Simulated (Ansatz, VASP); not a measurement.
## Two plane-wave programs on GaP

```
Ga P
1.0
     0.00000    2.72571    2.72571
     2.72571    0.00000    2.72571
     2.72571    2.72571    0.00000
Ga P
1 1
Cartesian
  0.0000 0.0000 0.0000
  1.3629 1.3629 1.3629
```

Alike in both runs: functional r2SCAN; k mesh 8 × 8 × 8; occupations fermi-dirac, width 0.02 eV; no spin polarisation.

Ansatz relaxed the structure, and its values are those at the end. VASP's run is a single point on that final structure, the one shown.

```csv
,VASP,Ansatz
version,VASP 6.6.1,Ansatz 0.2.0
potentials or method,"VASP PAW PBE potentials, release 64 (Ga_d, P), cutoff 520 eV",PAW plane waves
valence electrons in the cell,18,18
```

```tsv
	VASP	Ansatz	Ansatz less VASP
gap on the k mesh at the Fermi level (eV)	1.90	1.90	-0.006
pressure (GPa)	-0.1	0.0	+0.08
```

VASP's potentials were made for PBE, not for r2SCAN. With one functional, cell and mesh, what is left measures potentials, basis and numerics.
